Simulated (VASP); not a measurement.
A run of VASP 6.6.1:

Contents of INCAR:

```
PREC = Accurate
ENCUT = 520
EDIFF = 1E-6
ISMEAR = -1
SIGMA = 0.1
LREAL = False
LASPH = True
NELM = 60
ALGO = Normal
ISIF = 2
LWAVE = False
LCHARG = False
GGA = CA
NBANDS = 10
```

KPOINTS

```
regular mesh
0
Gamma
  18 18 18
```

The input POSCAR:

```
Na
1.0
   -2.0814328585      2.0814328585      2.0814328585
    2.0814328585     -2.0814328585      2.0814328585
    2.0814328585      2.0814328585     -2.0814328585
Na
1
Direct
    0.0000000000      0.0000000000      0.0000000000
```

Potentials or basis: VASP PAW LDA potentials, release 64 (Na_pv).

The run is started by

```console
$ cat potpaw_LDA.64/Na_pv/POTCAR > POTCAR
$ mpirun -np 1 vasp_std > vasp.out
```

Hardware: 1 thread of Intel(R) Xeon(R) Platinum 8259CL CPU @ 2.50GHz (Skylake/Cascade Lake), with other jobs on the host.

Estimate the wall time of this run.

It took 42 s on 1 thread of Intel(R) Xeon(R) Platinum 8259CL CPU @ 2.50GHz (Skylake/Cascade Lake) (shared host), peak memory 0.17 GiB. Counts: scf iterations 9, k points 195.
